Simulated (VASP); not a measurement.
Runs of VASP 6.6.1 on TiC. The structure is that of space group Fm-3m (No. 225), or close to it. The cells are those of the table. 

```tsv
task	level	potentials or basis	cell	k mesh	cutoff (eV)	grid for exact exchange (PRECFOCK)	share of exact exchange	screening parameter	gap on the mesh (eV)	pressure (GPa)
single point	HSE06	VASP PAW PBE potentials, release 64 (Ti_sv, C)	a = 3.045 Å, angles 60.0°, 2 atoms	6 × 6 × 6	520	Normal	0.25	0.2079 1/Å	none	-0.1
single point	PBE-based screened hybrid with 10 % exact exchange	VASP PAW PBE potentials, release 64 (Ti_sv, C)	a = 3.063 Å, angles 60.0°, 2 atoms	6 × 6 × 6	520	Normal	0.1	0.20787 1/Å	none	(a)
single point	r2SCAN	VASP PAW PBE potentials, release 64 (Ti_sv, C_h)	a = 3.063 Å, angles 60.0°, 2 atoms	11 × 11 × 11	1430	-	-	-	none	(b)
single point	PBE-based screened hybrid with 15 % exact exchange	VASP PAW PBE potentials, release 64 (Ti_sv, C)	a = 3.063 Å, angles 60.0°, 2 atoms	6 × 6 × 6	520	Normal	0.15	0.20787 1/Å	none	-2.8
single point	r2SCAN	VASP PAW PBE potentials, release 64 (Ti_sv, C_h)	a = 3.063 Å, angles 60.0°, 2 atoms	6 × 6 × 6	1430	-	-	-	none	0.4
single point	PBE-based screened hybrid with 25 % exact exchange	VASP PAW PBE potentials, release 64 (Ti_sv, C)	a = 3.063 Å, angles 60.0°, 2 atoms	6 × 6 × 6	520	Normal	0.25	0.3 1/Å	none	-4.3
relaxation of cell and atoms	HSE06	VASP PAW PBE potentials, release 64 (Ti_sv, C)	relaxed from a = 3.063 Å, angles 60.0°, 2 atoms	6 × 6 × 6	600	Normal	0.25	0.2079 1/Å	none	0.1
```

Alike in all rows: no spin polarisation; smearing fermi-dirac 0.05 eV.

Problem. Estimate the missing entries.

Solution. (a) -1.7; (b) 0.2.

Caveats: some runs use coarse meshes; the PAW data sets were made with another functional, which shifts forces and pressure a little.

A gap of «none» marks levels without a gap at the run's occupations.
